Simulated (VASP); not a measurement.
# Sn3GeCl (Pm-3m) in VASP: notebook

Sn3GeCl is run at these levels: PBE; tasks: single point, relaxation of cell and atoms.

All numbers are computed with VASP 6.6.1; they aren't measurements. Logs are shortened: lines on timing, memory, paths and dates and some standing lists are left out, and cuts for length are marked.

## Step 1: The cell of the first run

It takes space group Pm-3m (No. 221, cubic). The conventional cell has a = 5.481 Å, b = 5.481 Å, c = 5.481 Å, α = 90.00°, β = 90.00°, γ = 90.00°. Within 3.6 Å of Sn (site symmetry 4/mmm) lie 2 Ge at 2.74 Å. Ge (site symmetry m-3m) has 6 Sn at 2.74 Å within 3.6 Å. Within 5.1 Å of Cl (site symmetry m-3m) lie 12 Sn at 3.88 Å and 8 Ge at 4.75 Å.

## Step 2: Single point, PBE

Contents of INCAR:

```
SYSTEM = Sn3GeCl
  PREC = Accurate
  ENCUT = 520
  EDIFF = 1E-7
  ISMEAR = 0
  SIGMA = 0.1
  LREAL = .FALSE.
  LASPH = .TRUE.
  NELM = 100
  ALGO = Normal
  ISIF = 2
  LWAVE = .FALSE.
  LCHARG = .FALSE.
  GGA = PE
  NBANDS = 40
```

Contents of KPOINTS:

```
Automatic mesh
0
G
  8 8 8
  0 0 0
```

Contents of POSCAR:

```
Sn3GeCl
1.0
    5.4813114397      0.0000000000      0.0000000000
    0.0000000000      5.4813114397      0.0000000000
    0.0000000000      0.0000000000      5.4813114397
Sn Ge Cl
3 1 1
Direct
    0.5000000000      0.0000000000      0.0000000000
    0.0000000000      0.5000000000      0.0000000000
    0.0000000000      0.0000000000      0.5000000000
    0.0000000000      0.0000000000      0.0000000000
    0.5000000000      0.5000000000      0.5000000000
```

Potentials or basis: VASP PAW PBE potentials, release 64 (Sn_d, Ge_d, Cl).

Launch:

```console
$ cat potpaw_PBE.64/Sn_d/POTCAR potpaw_PBE.64/Ge_d/POTCAR potpaw_PBE.64/Cl/POTCAR > POTCAR
$ mpirun -np 1 vasp_std > vasp.out
```

OUTCAR:

```text
SYSTEM = Sn3GeCl
   PREC = Accurate
   ENCUT = 520
   EDIFF = 1E-7
   ISMEAR = 0
   LREAL = .FALSE.
   LASPH = .TRUE.
   NELM = 100
   ISIF = 2
   GGA = PE

 ion  position               nearest neighbor table
   1  0.500  0.000  0.000-   4 2.74   4 2.74
   2  0.000  0.500  0.000-   4 2.74   4 2.74
   3  0.000  0.000  0.500-   4 2.74   4 2.74
   4  0.000  0.000  0.000-   1 2.74   2 2.74   3 2.74   3 2.74   2 2.74   1 2.74
   5  0.500  0.500  0.500-

  LATTYP: Found a simple cubic cell.
 ALAT       =     5.4813114397

  Lattice vectors:

 A1 = (   5.4813114397,   0.0000000000,   0.0000000000)
 A2 = (   0.0000000000,   5.4813114397,   0.0000000000)
 A3 = (   0.0000000000,   0.0000000000,   5.4813114397)

Analysis of symmetry for initial positions (statically):
=====================================================================
 Subroutine PRICEL returns:
 Original cell was already a primitive cell.

 Routine SETGRP: Setting up the symmetry group for a
 simple cubic supercell.

 Subroutine GETGRP returns: Found 48 space group operations
 (whereof 48 operations were pure point group operations)
 out of a pool of 48 trial point group operations.

The static configuration has the point symmetry O_h .

Analysis of symmetry for dynamics (positions and initial velocities):
=====================================================================
 Subroutine PRICEL returns:
 Original cell was already a primitive cell.

 Routine SETGRP: Setting up the symmetry group for a
 simple cubic supercell.

 Subroutine GETGRP returns: Found 48 space group operations
 (whereof 48 operations were pure point group operations)
 out of a pool of 48 trial point group operations.

The dynamic configuration has the point symmetry O_h .

 Subroutine INISYM returns: Found 48 space group operations
 (whereof 48 operations are pure point group operations),
 and found     1 'primitive' translations

----------------------------------------------------------------------------------------

                                     Primitive cell

  volume of cell :     164.6848

  direct lattice vectors                    reciprocal lattice vectors
     5.481311440  0.000000000  0.000000000     0.182438092  0.000000000  0.000000000
     0.000000000  5.481311440  0.000000000     0.000000000  0.182438092  0.000000000
[... 91 lines left out ...]
   EDIFF  = 0.1E-06   stopping-criterion for ELM
   LREAL  =      F    real-space projection
   EDIFFG = 0.1E-05   stopping-criterion for IOM
   NSW    =      0    number of steps for IOM
   IBRION =     -1    ionic relax: 0-MD 1-quasi-New 2-CG
   NFREE  =      0    steps in history (QN), initial steepest desc. (CG)
   ISIF   =      2    stress and relaxation
   ISYM   =      2    0-nonsym 1-usesym 2-fastsym
   POTIM  = 0.5000    time-step for ionic-motion
   TEBEG  =    0.0;   TEEND  =   0.0 temperature during run
   PSTRESS=    0.0 pullay stress
   NELECT =      63.0000    total number of electrons
   NUPDOWN=      -1.0000    fix difference up-down
   EMIN   =  10.00;   EMAX   =-10.00  energy-range for DOS
   EFERMI =   0.00;   METHOD = LEGACY
   ISMEAR =     0;   SIGMA  =   0.10  broadening in eV -4-tet -1-fermi 0-gaus
   EFERMI_NEDOS =   21; number of points for ismear=-14 and -15
   IALGO  =     38    algorithm
   IMIX   =      4    mixing-type and parameters
     AMIX     =   0.40;   BMIX     =  1.00
     AMIX_MAG =   1.60;   BMIX_MAG =  1.00
  volume/ion in A,a.u.               =      32.94       222.27
  Fermi-wavevector in a.u.,A,eV,Ry     =   1.188422  2.245791 19.216132  1.412346
  Thomas-Fermi vector in A             =   2.324551
   LORBIT       =      0    0 simple, 1 ext, 2 COOP (PROOUT), +10 PAW based schemes
   GGA     = PE    functional components
   LHFCALC =     F    Hartree Fock is set to
   AEXX    =    0.0000 exact exchange contribution
   IVDW    =     0    specifies the selected vdW correction
   LEPSILON=     F    determine dielectric tensor
   LRPA    =     F    only Hartree local field effects (RPA)
 non-spin polarized calculation
 Gauss-broadening in eV      SIGMA  =   0.10
  energy-cutoff  :      520.00
  volume of cell :      164.68
 maximum number of plane-waves:      4468
 NGX is ok and might be reduce to    42
   NGX = 21   NGY = 21   NGZ = 21

 number of electron      62.9999979 magnetization

 Free energy of the ion-electron system (eV)
  ---------------------------------------------------
  ext. energy  EPLUGINS =         0.00000000
  ---------------------------------------------------
  free energy    TOTEN  =       -16.20602713 eV

  energy without entropy =      -16.18493821  energy(sigma->0) =      -16.19548267

 E-fermi :   4.1074     XC(G=0):  -8.7539

 val. band max:        4.0892321153   @ k =   0.5000   0.1250   0.1250
 cond. band min:       4.1113988716   @ k =   0.5000   0.3750   0.0000
 fundamental gap:      0.0221667563
 Fermi energy:         4.1074207237

 k-point     1 :       0.0000    0.0000    0.0000
  band No.  band energies     occupation
      1     -20.8305      2.00000
      2     -20.8305      2.00000
      3     -20.7878      2.00000
      4     -20.7878      2.00000
      5     -20.7878      2.00000
      6     -17.7921      2.00000
[... 1021 lines left out ...]
     39       8.4220      0.00000
     40      10.7476      0.00000

 [... further k-points ...]

------------------------ aborting loop because EDIFF is reached ----------------------------------------

  FORCE on cell =-STRESS in cart. coord.  units (eV):
  Direction    XX          YY          ZZ          XY          YZ          ZX
  --------------------------------------------------------------------------------------
  -------------------------------------------------------------------------------------
  Total       -0.0113732     -0.0113732     -0.0113732     -0.0000000     -0.0000000      0.0000000
  in kB       -0.1106473     -0.1106473     -0.1106473     -0.0000000     -0.0000000      0.0000000
  external PRESSURE =      -0.1106473 kB  Pullay stress =       0.0000000 kB

 VOLUME and BASIS-vectors are now :
 -----------------------------------------------------------------------------
  energy-cutoff  :      520.00
  volume of cell :      164.68
      direct lattice vectors                 reciprocal lattice vectors
     5.481311440  0.000000000  0.000000000     0.182438092  0.000000000  0.000000000
     0.000000000  5.481311440  0.000000000     0.000000000  0.182438092  0.000000000
     0.000000000  0.000000000  5.481311440     0.000000000  0.000000000  0.182438092

 POSITION                                       TOTAL-FORCE (eV/Angst)
 -----------------------------------------------------------------------------------
      2.74066      0.00000      0.00000         0.000000      0.000000      0.000000
      0.00000      2.74066      0.00000         0.000000      0.000000      0.000000
      0.00000      0.00000      2.74066         0.000000      0.000000      0.000000
      0.00000      0.00000      0.00000         0.000000      0.000000      0.000000
      2.74066      2.74066      2.74066         0.000000      0.000000      0.000000
 -----------------------------------------------------------------------------------
    total drift:                                0.000000      0.000000     -0.000000

  FREE ENERGIE OF THE ION-ELECTRON SYSTEM (eV)
  ---------------------------------------------------
  free  energy   TOTEN  =       -16.2060271317 eV

  energy  without entropy=      -16.1849382081  energy(sigma->0) =      -16.19548267
```

Run time: 3.4 min. Hardware: 1 thread of Intel Xeon Platinum 8488C (Sapphire Rapids), shared host; peak memory 0.39 GiB.

What came out:

```yaml
Free_energy: -16.2060 eV
Pressure: 0.0 GPa
```

Caveat: spin-orbit coupling is left out, which moves the levels of the heavy elements; an odd number of electrons without spin polarisation forces a metal; a magnetic or distorted state may lie lower.

## Step 3: Relaxation of cell and atoms, PBE

This run uses another cell than the first one, of 32.86 Å³/atom, 0.998 times its volume.

Contents of INCAR:

```
SYSTEM = Sn3GeCl
PREC     = Accurate       ! precision mode
ENCUT    = 600            ! plane-wave cutoff, eV
EDIFF    = 1E-7           ! SCF threshold, eV
ISMEAR   = 0              ! smearing method
SIGMA    = 0.1            ! smearing width, eV
LREAL    = .FALSE.        ! projectors in reciprocal space
LASPH    = .TRUE.         ! aspherical terms in the spheres
NELM     = 100            ! most SCF steps
ALGO     = Normal         ! electronic algorithm
ISIF     = 3              ! what is computed and relaxed
LWAVE    = .FALSE.        ! write WAVECAR
LCHARG   = .FALSE.        ! write CHGCAR
GGA      = PE             ! functional
IBRION   = 2              ! ionic algorithm
NSW      = 100            ! ionic steps
EDIFFG   = -0.01          ! ionic threshold
```

Contents of KPOINTS:

```
regular mesh
0
G
  8 8 8
  0 0 0
```

Edit POSCAR of step 2 so:

```diff
@@ -2,5 +2,5 @@
 1.0
-    5.4813114397      0.0000000000      0.0000000000
-    0.0000000000      5.4813114397      0.0000000000
-    0.0000000000      0.0000000000      5.4813114397
+    5.4767712026      0.0000000000      0.0000000000
+    0.0000000000      5.4767712026      0.0000000000
+    0.0000000000      0.0000000000      5.4767712026
 Sn Ge Cl
```

Potentials or basis: VASP PAW PBE potentials, release 64 (Sn_d, Ge_d, Cl).

Launch:

```console
$ cat potpaw_PBE.64/Sn_d/POTCAR potpaw_PBE.64/Ge_d/POTCAR potpaw_PBE.64/Cl/POTCAR > POTCAR
$ mpirun -np 1 vasp_std > vasp.out
```

Run time: 6.2 min. Hardware: 1 thread of Intel Xeon Platinum 8488C (Sapphire Rapids), shared host; peak memory 0.5 GiB.

Results (log left out):

```
Free energy                            : -16.2065 eV
Relaxed volume                         : 32.94 Å³/atom
Relaxed cell                           : a = 5.482 Å, b = 5.482 Å, c = 5.482 Å, α = 90.00°, β = 90.00°, γ = 90.00°
Space group after relaxing (to 0.05 Å) : Pm-3m (No. 221)
Energy gained by relaxing              : 0.0 meV/atom
Ionic steps                            : 2
Pressure after relaxing                : 0.0 GPa
```

Step by step:
| step | energy change (eV) | largest force (eV/Å) | pressure (GPa) | volume (Å³) |
| --- | --- | --- | --- | --- |
| 1 | 0.0000 | 0.0000 | 0.09 | 164.28 |
| 2 | -0.0001 | 0.0000 | 0.02 | 164.70 |

Final structure:
```
Sn Ge Cl
1.0
     5.48151    0.00000    0.00000
     0.00000    5.48151    0.00000
     0.00000    0.00000    5.48151
Sn Ge Cl
3 1 1
Direct
  0.50000 0.00000 0.00000
  0.00000 0.50000 0.00000
  0.00000 0.00000 0.50000
  0.00000 0.00000 0.00000
  0.50000 0.50000 0.50000
```

Levels at points of the mesh, in eV from the Fermi level:
```tsv
k point	band 27	band 28	band 29	band 30	band 31	band 32	band 33	band 34	band 35	band 36
(0.00, 0.00, 0.00)	-4.22	-3.91	-2.28	-2.28	-2.28	1.46	1.46	1.46	2.19	2.19
(0.50, 0.00, 0.00)	-3.82	-2.55	-2.55	-2.00	0.31	0.50	0.61	0.61	1.56	1.56
(0.50, 0.50, 0.00)	-2.48	-2.48	-2.37	-1.80	0.15	0.15	0.90	0.90	1.86	2.55
(0.50, 0.50, 0.50)	-3.30	-3.30	-0.35	-0.35	-0.35	1.93	1.93	2.24	2.24	2.24
```

Caveat: spin-orbit coupling is left out, which moves the levels of the heavy elements; an odd number of electrons without spin polarisation forces a metal; a magnetic or distorted state may lie lower.

## Step 4: Single point, PBE

This run uses another cell than the first one, of 21.41 Å³/atom, 0.650 times its volume.

Contents of INCAR:

```
SYSTEM = Sn3GeCl
  PREC = Accurate
  ENCUT = 520
  EDIFF = 1E-6
  ISMEAR = 0
  SIGMA = 0.1
  LREAL = .False.
  LASPH = .True.
  NELM = 100
  ALGO = Normal
  ISIF = 2
  LWAVE = .False.
  LCHARG = .False.
  GGA = PE
  NBANDS = 40
```

Contents of KPOINTS:

```
Automatic mesh
0
Gamma
  4 4 4
  0 0 0
```

Edit POSCAR of step 3 so:

```diff
@@ -2,5 +2,5 @@
 1.0
-    5.4767712026      0.0000000000      0.0000000000
-    0.0000000000      5.4767712026      0.0000000000
-    0.0000000000      0.0000000000      5.4767712026
+    4.7480792400      0.0000000000      0.0000000000
+    0.0000000000      4.7480792400      0.0000000000
+    0.0000000000      0.0000000000      4.7480792400
 Sn Ge Cl
```

Potentials or basis: VASP PAW PBE potentials, release 64 (Sn_d, Ge_d, Cl).

Launch:

```console
$ cat potpaw_PBE.64/Sn_d/POTCAR potpaw_PBE.64/Ge_d/POTCAR potpaw_PBE.64/Cl/POTCAR > POTCAR
$ mpirun -np 1 vasp_std > vasp.out
```

OUTCAR:

```text
SYSTEM = Sn3GeCl
   PREC = Accurate
   ENCUT = 520
   EDIFF = 1E-6
   ISMEAR = 0
   LREAL = .False.
   LASPH = .True.
   NELM = 100
   ISIF = 2
   GGA = PE

 ion  position               nearest neighbor table
   1  0.500  0.000  0.000-   4 2.37   4 2.37   2 3.36   3 3.36   2 3.36   2 3.36   3 3.36   3 3.36
                             3 3.36   2 3.36
   2  0.000  0.500  0.000-   4 2.37   4 2.37   1 3.36   3 3.36   1 3.36   3 3.36   3 3.36   3 3.36
                             1 3.36   1 3.36
   3  0.000  0.000  0.500-   4 2.37   4 2.37   1 3.36   1 3.36   2 3.36   2 3.36   2 3.36   2 3.36
                             1 3.36   1 3.36
   4  0.000  0.000  0.000-   1 2.37   2 2.37   3 2.37   3 2.37   2 2.37   1 2.37
   5  0.500  0.500  0.500-

  LATTYP: Found a simple cubic cell.
 ALAT       =     4.7480792400

  Lattice vectors:

 A1 = (   4.7480792400,   0.0000000000,   0.0000000000)
 A2 = (   0.0000000000,   4.7480792400,   0.0000000000)
 A3 = (   0.0000000000,   0.0000000000,   4.7480792400)

Analysis of symmetry for initial positions (statically):
=====================================================================
[... 167 lines left out ...]
 cond. band min:       8.6015540024   @ k =   0.5000   0.0000   0.0000
 fundamental gap:      0.1559891028
 Fermi energy:         8.5124863778

 k-point     1 :       0.0000    0.0000    0.0000
  band No.  band energies     occupation
      1     -16.9334      2.00000
      2     -16.9334      2.00000
      3     -16.7471      2.00000
      4     -16.7471      2.00000
      5     -16.7471      2.00000
      6     -13.6533      2.00000
[... 419 lines left out ...]
     39      14.7163      0.00000
     40      14.7602      0.00000

------------------------ aborting loop because EDIFF is reached ----------------------------------------

  FORCE on cell =-STRESS in cart. coord.  units (eV):
  Direction    XX          YY          ZZ          XY          YZ          ZX
  --------------------------------------------------------------------------------------
  -------------------------------------------------------------------------------------
  Total       22.4816576     22.4816576     22.4816576     -0.0000000      0.0000000     -0.0000000
  in kB      336.4999750    336.4999750    336.4999750     -0.0000000      0.0000000     -0.0000000
  external PRESSURE =     336.4999750 kB  Pullay stress =       0.0000000 kB

 VOLUME and BASIS-vectors are now :
 -----------------------------------------------------------------------------
  energy-cutoff  :      520.00
  volume of cell :      107.04
      direct lattice vectors                 reciprocal lattice vectors
     4.748079240  0.000000000  0.000000000     0.210611481  0.000000000  0.000000000
     0.000000000  4.748079240  0.000000000     0.000000000  0.210611481  0.000000000
     0.000000000  0.000000000  4.748079240     0.000000000  0.000000000  0.210611481

 POSITION                                       TOTAL-FORCE (eV/Angst)
 -----------------------------------------------------------------------------------
      2.37404      0.00000      0.00000         0.000000      0.000000      0.000000
      0.00000      2.37404      0.00000         0.000000      0.000000      0.000000
      0.00000      0.00000      2.37404         0.000000      0.000000      0.000000
      0.00000      0.00000      0.00000         0.000000      0.000000      0.000000
      2.37404      2.37404      2.37404         0.000000      0.000000      0.000000
 -----------------------------------------------------------------------------------
    total drift:                                0.000000      0.000000     -0.000000

  FREE ENERGIE OF THE ION-ELECTRON SYSTEM (eV)
  ---------------------------------------------------
  free  energy   TOTEN  =       -12.2920311142 eV

  energy  without entropy=      -12.2820279221  energy(sigma->0) =      -12.28702952
```

OSZICAR:

```text
N       E                     dE             d eps       ncg     rms          rms(c)
DAV:   1     0.705558684495E+03    0.70556E+03   -0.30289E+04   928   0.310E+03
DAV:   2     0.119199910321E+03   -0.58636E+03   -0.56498E+03   800   0.808E+02
DAV:   3    -0.430930215799E+01   -0.12351E+03   -0.11923E+03   928   0.238E+02
DAV:   4    -0.128904509234E+02   -0.85811E+01   -0.85448E+01   896   0.702E+01
DAV:   5    -0.131205693377E+02   -0.23012E+00   -0.23009E+00   936   0.120E+01    0.844E+00
DAV:   6    -0.124291051314E+02    0.69146E+00   -0.87914E-01  1072   0.105E+01    0.489E+00
DAV:   7    -0.122957400037E+02    0.13337E+00   -0.59681E-01  1072   0.525E+00    0.104E+00
DAV:   8    -0.122927748394E+02    0.29652E-02   -0.13192E-01  1016   0.578E+00    0.512E-01
DAV:   9    -0.122920394011E+02    0.73544E-03   -0.11227E-02  1056   0.880E-01    0.116E-01
DAV:  10    -0.122920315368E+02    0.78643E-05   -0.14635E-03  1176   0.517E-01    0.645E-02
DAV:  11    -0.122920320544E+02   -0.51759E-06   -0.32923E-04   968   0.195E-01    0.215E-02
DAV:  12    -0.122920320476E+02    0.67521E-08   -0.38680E-05  1112   0.517E-02    0.708E-03
DAV:  13    -0.122920311142E+02    0.93342E-06   -0.77478E-06   920   0.316E-02
   1 F= -.12292031E+02 E0= -.12287030E+02  d E =-.100032E-01
```

stdout:

```text
POSCAR found type information on POSCAR SnGeCl
 POSCAR found :  3 types and       5 ions
 scaLAPACK will be used
 LDA part: xc-table for (Slater+PW92), standard interpolation
 POSCAR, INCAR and KPOINTS ok, starting setup
 FFT: planning ... GRIDC
 FFT: planning ... GRID_SOFT
 FFT: planning ... GRID
 WAVECAR not read
 entering main loop
```

Run time: 38 s. Hardware: 1 thread of Intel Xeon Platinum 8488C (Sapphire Rapids), shared host; peak memory 0.21 GiB.

What came out:

```
Free energy : -12.2920 eV
Pressure    : 33.6 GPa
```

Caveat: spin-orbit coupling is left out, which moves the levels of the heavy elements; an odd number of electrons without spin polarisation forces a metal; a magnetic or distorted state may lie lower.

## Step 5: Overview

```csv
task,cell,k mesh,cutoff (eV),gap on the mesh (eV),pressure (GPa)
single point,"a = 5.481 Å, 5 atoms",8 × 8 × 8,520,none,0.0
relaxation of cell and atoms,"relaxed from a = 5.477 Å, 5 atoms",8 × 8 × 8,600,none,0.0
single point,"a = 4.748 Å, 5 atoms",4 × 4 × 4,520,none,33.6
```

Alike in all rows: level PBE; potentials or basis VASP PAW PBE potentials, release 64 (Sn_d, Ge_d, Cl); no spin polarisation; smearing gaussian 0.1 eV.

Caveats: spin-orbit coupling is left out, which moves the levels of the heavy elements; an odd number of electrons without spin polarisation forces a metal; a magnetic or distorted state may lie lower.

Total energies depend on the potentials used, so only differences within one code and one set of settings carry meaning.
